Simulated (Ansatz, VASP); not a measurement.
Two plane-wave programs on Si

Contents of INCAR:

```
SYSTEM = Si
PREC = Accurate ; ENCUT = 520
EDIFF = 1E-6 ; ISMEAR = 0
SIGMA = 0.01 ; LREAL = .False.
LASPH = .True. ; NELM = 100
ALGO = Normal ; ISIF = 2
LWAVE = .False. ; LCHARG = .False.
GGA = PS ; IBRION = 2
NSW = 60 ; EDIFFG = -0.002
```

File KPOINTS:

```
Automatic mesh
0
Gamma
  9 9 6
  0 0 0
```

File POSCAR:

```
Si
1.0
    3.8438634349      0.0000000000      0.0000000000
   -1.9219317175      3.3288833833      0.0000000000
    0.0000000000      0.0000000000      6.3057763896
Si
4
Direct
    0.3333333333      0.6666666667      0.0000086266
    0.6666666667      0.3333333333      0.5000086266
    0.3333333333      0.6666666667      0.3739913734
    0.6666666667      0.3333333333      0.8739913734
```

Input for Ansatz:

```yaml
crystal:
  lattice:
    - [3.8438634349, 0.0, 0.0]
    - [-1.9219317175, 3.3288833833, 0.0]
    - [0.0, 0.0, 6.3057763896]
  atoms:
    - { symbol: Si, position: [0.3333333333, 0.6666666667, 8.6266e-06] }
    - { symbol: Si, position: [0.6666666667, 0.3333333333, 0.5000086266] }
    - { symbol: Si, position: [0.3333333333, 0.6666666667, 0.3739913734] }
    - { symbol: Si, position: [0.6666666667, 0.3333333333, 0.8739913734] }
basis:
  ecutwfc: 420
kpoints:
  mp_grid: { grid: [9, 9, 6] }
hamiltonian:
  xc: pbesol
  pseudopotentials: { kind: paw, azcp: { folder: soft_1 } }
scf:
  occupations: { method: gaussian, width: 0.01 }
output:
  forces: true
  stress: true
  eigenvalues: true
relax:
  adjacent_minimum: "off"
  f_tol: 0.002
  max_steps: 40
```

Change from the starting cell: strained cell.

Alike in both runs: task relaxation of the atoms; functional PBEsol; k mesh 9 × 9 × 6; occupations gaussian, width 0.01 eV; no spin polarisation.

|  | VASP | Ansatz |
| --- | --- | --- |
| version | VASP 6.6.1 | Ansatz 0.2.0 |
| potentials or method | VASP PAW PBE potentials, release 64 (Si), cutoff 520 eV | scalar-relativistic, plane waves, PAW |
| valence electrons in the cell | 16 | 16 |

VASP gave:

* gap on the k mesh at the Fermi level, each at its own relaxed structure (eV): 0.32

Estimate Ansatz's values.

gap on the k mesh at the Fermi level, each at its own relaxed structure (eV): 0.33.

VASP's potentials were made for PBE, not for PBEsol, and Ansatz warns of the same on its side. Ansatz's warnings: stress scf threshold loose.
